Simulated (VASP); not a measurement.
# CaS in VASP: a series of runs

The runs below take CaS through single point, with PBEsol.

All numbers are computed with VASP 6.6.1; they aren't measurements. Logs are shortened: lines on timing, memory, paths and dates and some standing lists are left out, and cuts for length are marked.

## Step 1: The cell of the first run

The structure is cubic, space group Fm-3m (No. 225). The conventional cell has a = 5.598 Å, b = 5.598 Å, c = 5.598 Å, α = 90.00°, β = 90.00°, γ = 90.00°. Ca (site symmetry m-3m) has 6 S at 2.80 Å within 3.7 Å. Within 3.7 Å of S (site symmetry m-3m) lie 6 Ca at 2.80 Å.

## Step 2: Single point, PBEsol (strained)

File INCAR:

```
PREC = Accurate ; ENCUT = 500
EDIFF = 1E-6 ; ISMEAR = 0
SIGMA = 0.02 ; LREAL = F
LASPH = T ; NELM = 120
ALGO = Normal ; ISIF = 2
LWAVE = F ; LCHARG = F
GGA = PS ; NBANDS = 15
GGA_COMPAT = F
```

File KPOINTS:

```
regular mesh
0
Gamma
  8 8 8
```

File POSCAR:

```
CaS
1.0
    0.0000000000      2.7987913500      2.7987913500
    2.7987913500      0.0000000000      2.7987913500
    2.7987913500      2.7987913500      0.0000000000
Ca S
1 1
Direct
    0.0000000000      0.0000000000      0.0000000000
    0.5000000000      0.5000000000      0.5000000000
```

Potentials or basis: VASP PAW PBE potentials, release 64 (Ca_sv, S).

Launch:

```bash
> cat potpaw_PBE.64/Ca_sv/POTCAR potpaw_PBE.64/S/POTCAR > POTCAR
> mpirun -np 1 vasp_std > vasp.out
```

OUTCAR:

```text
PREC = Accurate
   ENCUT = 500
   EDIFF = 1E-6
   ISMEAR = 0
   LREAL = F
   LASPH = T
   NELM = 120
   ISIF = 2
   GGA = PS

 ion  position               nearest neighbor table
   1  0.000  0.000  0.000-   2 2.80   2 2.80   2 2.80   2 2.80   2 2.80   2 2.80
   2  0.500  0.500  0.500-   1 2.80   1 2.80   1 2.80   1 2.80   1 2.80   1 2.80

  LATTYP: Found a face centered cubic cell.
 ALAT       =     5.5975827000

  Lattice vectors:

 A1 = (   0.0000000000,   2.7987913500,   2.7987913500)
 A2 = (   2.7987913500,   0.0000000000,   2.7987913500)
 A3 = (   2.7987913500,   2.7987913500,   0.0000000000)

Analysis of symmetry for initial positions (statically):
=====================================================================
 Subroutine PRICEL returns:
 Original cell was already a primitive cell.

 Routine SETGRP: Setting up the symmetry group for a
 face centered cubic supercell.

 Subroutine GETGRP returns: Found 48 space group operations
 (whereof 48 operations were pure point group operations)
 out of a pool of 48 trial point group operations.

The static configuration has the point symmetry O_h .

Analysis of symmetry for dynamics (positions and initial velocities):
=====================================================================
 Subroutine PRICEL returns:
 Original cell was already a primitive cell.

 Routine SETGRP: Setting up the symmetry group for a
 face centered cubic supercell.

 Subroutine GETGRP returns: Found 48 space group operations
 (whereof 48 operations were pure point group operations)
 out of a pool of 48 trial point group operations.

The dynamic configuration has the point symmetry O_h .

 Subroutine INISYM returns: Found 48 space group operations
 (whereof 48 operations are pure point group operations),
 and found     1 'primitive' translations

----------------------------------------------------------------------------------------

                                     Primitive cell

  volume of cell :      43.8472

  direct lattice vectors                    reciprocal lattice vectors
     0.000000000  2.798791350  2.798791350    -0.178648544  0.178648544  0.178648544
     2.798791350  0.000000000  2.798791350     0.178648544 -0.178648544  0.178648544
     2.798791350  2.798791350  0.000000000     0.178648544  0.178648544 -0.178648544

  length of vectors
     3.958088685  3.958088685  3.958088685     0.309428355  0.309428355  0.309428355

  position of ions in fractional coordinates (direct lattice)
     0.000000000  0.000000000  0.000000000
[... 83 lines left out ...]
   NFREE  =      0    steps in history (QN), initial steepest desc. (CG)
   ISIF   =      2    stress and relaxation
   ISYM   =      2    0-nonsym 1-usesym 2-fastsym
   POTIM  = 0.5000    time-step for ionic-motion
   TEBEG  =    0.0;   TEEND  =   0.0 temperature during run
   PSTRESS=    0.0 pullay stress
   NELECT =      16.0000    total number of electrons
   NUPDOWN=      -1.0000    fix difference up-down
   EMIN   =  10.00;   EMAX   =-10.00  energy-range for DOS
   EFERMI =   0.00;   METHOD = LEGACY
   ISMEAR =     0;   SIGMA  =   0.02  broadening in eV -4-tet -1-fermi 0-gaus
   EFERMI_NEDOS =   21; number of points for ismear=-14 and -15
   IALGO  =     38    algorithm
   IMIX   =      4    mixing-type and parameters
     AMIX     =   0.40;   BMIX     =  1.00
     AMIX_MAG =   1.60;   BMIX_MAG =  1.00
  volume/ion in A,a.u.               =      21.92       147.95
  Fermi-wavevector in a.u.,A,eV,Ry     =   1.169861  2.210717 18.620594  1.368575
  Thomas-Fermi vector in A             =   2.306328
   LORBIT       =      0    0 simple, 1 ext, 2 COOP (PROOUT), +10 PAW based schemes
   GGA     = PS    functional components
   LHFCALC =     F    Hartree Fock is set to
   AEXX    =    0.0000 exact exchange contribution
   IVDW    =     0    specifies the selected vdW correction
   LEPSILON=     F    determine dielectric tensor
   LRPA    =     F    only Hartree local field effects (RPA)
 non-spin polarized calculation
 Gauss-broadening in eV      SIGMA  =   0.02
  energy-cutoff  :      500.00
  volume of cell :       43.85
 maximum number of plane-waves:      1139
 NGX is ok and might be reduce to    30
   NGX = 15   NGY = 15   NGZ = 15

 number of electron      15.9999998 magnetization

 Free energy of the ion-electron system (eV)
  ---------------------------------------------------
  ext. energy  EPLUGINS =         0.00000000
  ---------------------------------------------------
  free energy    TOTEN  =       -10.91140087 eV

  energy without entropy =      -10.91140087  energy(sigma->0) =      -10.91140087

 E-fermi :   3.2297     XC(G=0):  -9.7331

 val. band max:        3.0280937649   @ k =   0.0000   0.0000   0.0000
 cond. band min:       5.1299472363   @ k =   0.5000   0.5000   0.0000
 fundamental gap:      2.1018534713
 Fermi energy:         3.2296767191

 k-point     1 :       0.0000    0.0000    0.0000
  band No.  band energies     occupation
      1     -35.7946      2.00000
      2     -16.8636      2.00000
      3     -16.8636      2.00000
      4     -16.8636      2.00000
      5      -8.4803      2.00000
      6       3.0281      2.00000
      7       3.0281      2.00000
      8       3.0281      2.00000
      9       7.0936      0.00000
     10       7.0936      0.00000
     11       7.0936      0.00000
     12       7.3253      0.00000
     13       7.7697      0.00000
     14       7.7697      0.00000
[... 401 lines left out ...]
      2     -17.0426      2.00000
      3     -16.9276      2.00000
      4     -16.8971      2.00000
      5      -7.5829      2.00000
      6       0.1833      2.00000
      7       1.3935      2.00000
      8       1.7420      2.00000
      9       7.9868      0.00000
     10       8.3421      0.00000
     11       9.6166      0.00000
     12       9.9747      0.00000
     13      10.2559      0.00000
     14      11.2060      0.00000
     15      12.6620      0.00000

 [... further k-points ...]
[... 5 lines left out ...]
  --------------------------------------------------------------------------------------
  -------------------------------------------------------------------------------------
  Total        0.3898911      0.3898911      0.3898911      0.0000000      0.0000000     -0.0000000
  in kB       14.2466351     14.2466351     14.2466351      0.0000000      0.0000000     -0.0000000
  external PRESSURE =      14.2466351 kB  Pullay stress =       0.0000000 kB

 VOLUME and BASIS-vectors are now :
 -----------------------------------------------------------------------------
  energy-cutoff  :      500.00
  volume of cell :       43.85
      direct lattice vectors                 reciprocal lattice vectors
     0.000000000  2.798791350  2.798791350    -0.178648544  0.178648544  0.178648544
     2.798791350  0.000000000  2.798791350     0.178648544 -0.178648544  0.178648544
     2.798791350  2.798791350  0.000000000     0.178648544  0.178648544 -0.178648544

 POSITION                                       TOTAL-FORCE (eV/Angst)
 -----------------------------------------------------------------------------------
      0.00000      0.00000      0.00000         0.000000     -0.000000      0.000000
      2.79879      2.79879      2.79879        -0.000000      0.000000     -0.000000
 -----------------------------------------------------------------------------------
    total drift:                               -0.000000      0.000000      0.000000

  FREE ENERGIE OF THE ION-ELECTRON SYSTEM (eV)
  ---------------------------------------------------
  free  energy   TOTEN  =       -10.9114008676 eV

  energy  without entropy=      -10.9114008676  energy(sigma->0) =      -10.91140087
```

stdout:

```text
POSCAR found type information on POSCAR CaS
 POSCAR found :  2 types and       2 ions
 scaLAPACK will be used
 -----------------------------------------------------------------------------
|                                                                             |
|                                                                             |
|     You enforced a specific xc type in the INCAR file but a different       |
|     I HOPE YOU KNOW WHAT YOU ARE DOING!                                     |
|                                                                             |
 -----------------------------------------------------------------------------

 LDA part: xc-table for (Slater+PW92), standard interpolation
 POSCAR, INCAR and KPOINTS ok, starting setup
 FFT: planning ... GRIDC
 FFT: planning ... GRID_SOFT
 FFT: planning ... GRID
 WAVECAR not read
 entering main loop
```

Run time: 29 s. Hardware: 1 thread of AMD EPYC 7R13, shared host; peak memory 0.14 GiB.

Results:

| Quantity | Value |
| --- | --- |
| Free energy | -10.9114 eV |
| Pressure | 1.4 GPa |
| Band gap on the k mesh | 2.10 eV, indirect (least direct gap 2.96 eV) |

Caveat: the cell differs from its parent crystal (strained); the PAW data sets were made with another functional, which shifts forces and pressure a little. A k mesh can miss the band edges.

## Step 3: Single point, PBEsol (strained and its atoms moved)

File INCAR:

```
SYSTEM = CaS
PREC = Accurate
ENCUT = 500
EDIFF = 1E-6
ISMEAR = 0
SIGMA = 0.02
LREAL = .FALSE.
LASPH = .TRUE.
NELM = 120
ALGO = Normal
ISIF = 2
LWAVE = .FALSE.
LCHARG = .FALSE.
GGA = PS
NBANDS = 15
GGA_COMPAT = .FALSE.
```

File KPOINTS:

```
Automatic mesh
0
G
  8 8 8
  0 0 0
```

File POSCAR:

```
CaS
1.0
    0.0000000000      2.8251743900      2.8251743900
    2.8251743900      0.0000000000      2.8251743900
    2.8251743900      2.8251743900      0.0000000000
Ca S
1 1
Direct
    0.0000000000      0.0000000000      0.0000000000
    0.5000000000      0.5000000000      0.5000000000
```

Potentials or basis: VASP PAW PBE potentials, release 64 (Ca_sv, S).

Launch:

```bash
> cat potpaw_PBE.64/Ca_sv/POTCAR potpaw_PBE.64/S/POTCAR > POTCAR
> mpirun -np 1 vasp_std > vasp.out
```

It took 37 s on 1 thread of Intel Xeon 8259CL, shared host; peak memory 0.17 GiB.

The run converged. Its results:

* Free energy: -10.9159 eV
* Pressure: -0.4 GPa
* Band gap on the k mesh: 2.18 eV, indirect (least direct gap 3.01 eV)

Levels at points of the mesh, in eV from the valence-band top:
```tsv
k point	band 5	band 6	band 7	band 8	band 9	band 10	band 11	band 12
(0.00, 0.00, 0.00)	-11.41	0.00	0.00	0.00	4.08	4.08	4.08	4.12
(0.50, 0.00, 0.00)	-10.53	-3.24	-1.23	-1.23	5.10	6.09	6.24	6.24
(0.50, 0.50, 0.00)	-10.75	-2.37	-0.84	-0.84	2.18	5.62	6.00	6.87
```

Caveat: the cell differs from its parent crystal (strained and its atoms moved); the PAW data sets were made with another functional, which shifts forces and pressure a little. A k mesh can miss the band edges.

## Step 4: Single point, PBEsol (strained)

File INCAR:

```
SYSTEM = CaS
PREC = Accurate
ENCUT = 500
EDIFF = 1E-6
ISMEAR = 0
SIGMA = 0.02
LREAL = .False.
LASPH = .True.
NELM = 120
ALGO = Normal
ISIF = 2
LWAVE = .False.
LCHARG = .False.
GGA = PS
NBANDS = 15
GGA_COMPAT = .False.
```

File KPOINTS:

```
regular mesh
0
Gamma
  8 8 8
  0 0 0
```

File POSCAR:

```
CaS
1.0
    0.0000000000      2.8771444300      2.8771444300
    2.8771444300      0.0000000000      2.8771444300
    2.8771444300      2.8771444300      0.0000000000
Ca S
1 1
Direct
    0.0000000000      0.0000000000      0.0000000000
    0.5000000000      0.5000000000      0.5000000000
```

Launch:

```bash
> cat potpaw_PBE.64/Ca_sv/POTCAR potpaw_PBE.64/S/POTCAR > POTCAR
> mpirun -np 1 vasp_std > vasp.out
```

Run time: 43 s. Hardware: 1 thread of Intel Xeon 8259CL, shared host; peak memory 0.17 GiB.

Results (log left out):

* Free energy: -10.8869 eV
* Pressure: -3.3 GPa
* Band gap on the k mesh: 2.30 eV, indirect (least direct gap 3.10 eV)

Levels at points of the mesh, in eV from the valence-band top:
```tsv
k point	band 5	band 6	band 7	band 8	band 9	band 10	band 11	band 12
(0.00, 0.00, 0.00)	-11.23	0.00	0.00	0.00	3.78	4.09	4.09	4.09
(0.50, 0.00, 0.00)	-10.46	-3.05	-1.12	-1.12	4.99	5.91	6.07	6.07
(0.50, 0.50, 0.00)	-10.62	-2.26	-0.80	-0.80	2.30	5.52	5.73	6.61
```

Caveat: the cell differs from its parent crystal (strained); the PAW data sets were made with another functional, which shifts forces and pressure a little. A k mesh can miss the band edges.

## Step 5: Single point, PBEsol (strained and its atoms moved)

File INCAR:

```
  ALGO = Normal
  EDIFF = 1E-6
  ENCUT = 500
  GGA = PS
  GGA_COMPAT = False
  ISIF = 2
  ISMEAR = 0
  LASPH = True
  LCHARG = False
  LREAL = False
  LWAVE = False
  NBANDS = 15
  NELM = 120
  PREC = Accurate
  SIGMA = 0.02
```

File KPOINTS:

```
k-points
0
Gamma
  8 8 8
```

File POSCAR:

```
CaS
1.0
    0.0000000000      2.9121417600      2.9121417600
    2.9121417600      0.0000000000      2.9121417600
    2.9121417600      2.9121417600      0.0000000000
Ca S
1 1
Direct
    0.0000000000      0.0000000000      0.0000000000
    0.5000000000      0.5000000000      0.5000000000
```

Potentials or basis: VASP PAW PBE potentials, release 64 (Ca_sv, S).

Launch:

```bash
> cat potpaw_PBE.64/Ca_sv/POTCAR potpaw_PBE.64/S/POTCAR > POTCAR
> mpirun -np 1 vasp_std > vasp.out
```

OUTCAR:

```text
EDIFF = 1E-6
   ENCUT = 500
   GGA = PS
   ISIF = 2
   ISMEAR = 0
   LASPH = True
   LREAL = False
   NELM = 120
   PREC = Accurate

 ion  position               nearest neighbor table
   1  0.000  0.000  0.000-   2 2.91   2 2.91   2 2.91   2 2.91   2 2.91   2 2.91
   2  0.500  0.500  0.500-   1 2.91   1 2.91   1 2.91   1 2.91   1 2.91   1 2.91

  LATTYP: Found a face centered cubic cell.
 ALAT       =     5.8242835200

  Lattice vectors:

 A1 = (   0.0000000000,   2.9121417600,   2.9121417600)
 A2 = (   2.9121417600,   0.0000000000,   2.9121417600)
[... 610 lines left out ...]
     12       8.5942      0.00000
     13       8.9008      0.00000
     14       9.8208      0.00000
     15      10.9270      0.00000

 [... further k-points ...]
[... 5 lines left out ...]
  --------------------------------------------------------------------------------------
  -------------------------------------------------------------------------------------
  Total       -1.5075356     -1.5075356     -1.5075356      0.0000000     -0.0000000     -0.0000000
  in kB      -48.9001985    -48.9001985    -48.9001985      0.0000000     -0.0000000     -0.0000000
  external PRESSURE =     -48.9001985 kB  Pullay stress =       0.0000000 kB

 VOLUME and BASIS-vectors are now :
 -----------------------------------------------------------------------------
  energy-cutoff  :      500.00
  volume of cell :       49.39
      direct lattice vectors                 reciprocal lattice vectors
     0.000000000  2.912141760  2.912141760    -0.171694938  0.171694938  0.171694938
     2.912141760  0.000000000  2.912141760     0.171694938 -0.171694938  0.171694938
     2.912141760  2.912141760  0.000000000     0.171694938  0.171694938 -0.171694938

 POSITION                                       TOTAL-FORCE (eV/Angst)
 -----------------------------------------------------------------------------------
      0.00000      0.00000      0.00000        -0.000000     -0.000000     -0.000000
      2.91214      2.91214      2.91214         0.000000      0.000000      0.000000
 -----------------------------------------------------------------------------------
    total drift:                               -0.000000      0.000000      0.000000

  FREE ENERGIE OF THE ION-ELECTRON SYSTEM (eV)
  ---------------------------------------------------
  free  energy   TOTEN  =       -10.8423068745 eV

  energy  without entropy=      -10.8423068745  energy(sigma->0) =      -10.84230687
```

OSZICAR:

```text
N       E                     dE             d eps       ncg     rms          rms(c)
DAV:   1     0.109126561471E+03    0.10913E+03   -0.74031E+03   870   0.960E+02
DAV:   2    -0.610840018863E+01   -0.11523E+03   -0.10948E+03  1087   0.246E+02
DAV:   3    -0.108490618074E+02   -0.47407E+01   -0.46991E+01  1172   0.478E+01
DAV:   4    -0.110859778817E+02   -0.23692E+00   -0.23676E+00  1280   0.906E+00
DAV:   5    -0.110873282938E+02   -0.13504E-02   -0.13504E-02  1193   0.784E-01    0.482E+00
DAV:   6    -0.108499746817E+02    0.23735E+00   -0.36628E-01  1024   0.326E+00    0.301E+00
DAV:   7    -0.108399542457E+02    0.10020E-01   -0.88200E-02  1142   0.193E+00    0.147E+00
DAV:   8    -0.108424349648E+02   -0.24807E-02   -0.16103E-02   940   0.101E+00    0.262E-01
DAV:   9    -0.108421208862E+02    0.31408E-03   -0.10268E-03  1102   0.259E-01    0.847E-02
DAV:  10    -0.108422977162E+02   -0.17683E-03   -0.20176E-04  1126   0.943E-02    0.185E-02
DAV:  11    -0.108423068056E+02   -0.90894E-05   -0.22499E-05  1066   0.429E-02    0.122E-02
DAV:  12    -0.108423068745E+02   -0.68904E-07   -0.13212E-06   887   0.879E-03
   1 F= -.10842307E+02 E0= -.10842307E+02  d E =-.426644E-17
```

stdout:

```text
POSCAR found type information on POSCAR CaS
 POSCAR found :  2 types and       2 ions
 scaLAPACK will be used
 -----------------------------------------------------------------------------
|                                                                             |
|                                                                             |
|     You enforced a specific xc type in the INCAR file but a different       |
|     I HOPE YOU KNOW WHAT YOU ARE DOING!                                     |
|                                                                             |
 -----------------------------------------------------------------------------

 LDA part: xc-table for (Slater+PW92), standard interpolation
 POSCAR, INCAR and KPOINTS ok, starting setup
 FFT: planning ... GRIDC
 FFT: planning ... GRID_SOFT
 FFT: planning ... GRID
 WAVECAR not read
 entering main loop
```

It took 44 s on 1 thread of Intel Xeon 8259CL, shared host; peak memory 0.17 GiB.

Results:

- Free energy: -10.8423 eV
- Pressure: -4.9 GPa
- Band gap on the k mesh: 2.38 eV, indirect (least direct gap 3.15 eV)

Caveat: the cell differs from its parent crystal (strained and its atoms moved); the PAW data sets were made with another functional, which shifts forces and pressure a little.

(Continued in part 2 of 2.)
